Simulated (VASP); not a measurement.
Crystal: TaN.

```
Ta N
1.0
     2.93800    0.00000    0.00000
    -1.46900    2.54438    0.00000
     0.00000    0.00000    2.88300
Ta N
1 1
Direct
  0.33333 0.66667 0.50000
  0.00000 0.00000 0.00000
```

| Property | Result |
| --- | --- |
| Program | VASP 6.6.1 |
| Task | relaxation of cell and atoms |
| Functional | PBE |
| Potentials or basis | VASP PAW PBE potentials, release 64 (Ta_pv, N) |
| Cutoff | 600 eV |
| k mesh | 10 × 10 × 9 |
| Occupations | fermi-dirac, width 0.05 eV |
| Spin | no spin polarisation |

At the start: pressure 5.3 GPa; volume 10.78 Å³/atom.

Task: How do energy, volume and symmetry change on relaxing?

Result: Over 3 steps the energy falls by 2.7 meV/atom and the volume is 10.94 Å³/atom (+1.5 %); space group P-6m2 (No. 187, to 0.05 Å).

Step by step:
```csv
step,energy change (eV),largest force (eV/Å),pressure (GPa),volume (Å³)
1,0.0000,0.0000,5.29,21.55
2,0.0245,0.0000,-11.35,22.68
3,-0.0054,0.0000,-0.05,21.88
```

Final structure:
```
CELL_PARAMETERS angstrom
2.95174 0.00000 0.00000
-1.47587 2.55628 0.00000
0.00000 0.00000 2.89988
ATOMIC_POSITIONS crystal
Ta 0.33333 0.66667 0.50000
N 0.00000 0.00000 0.00000
```
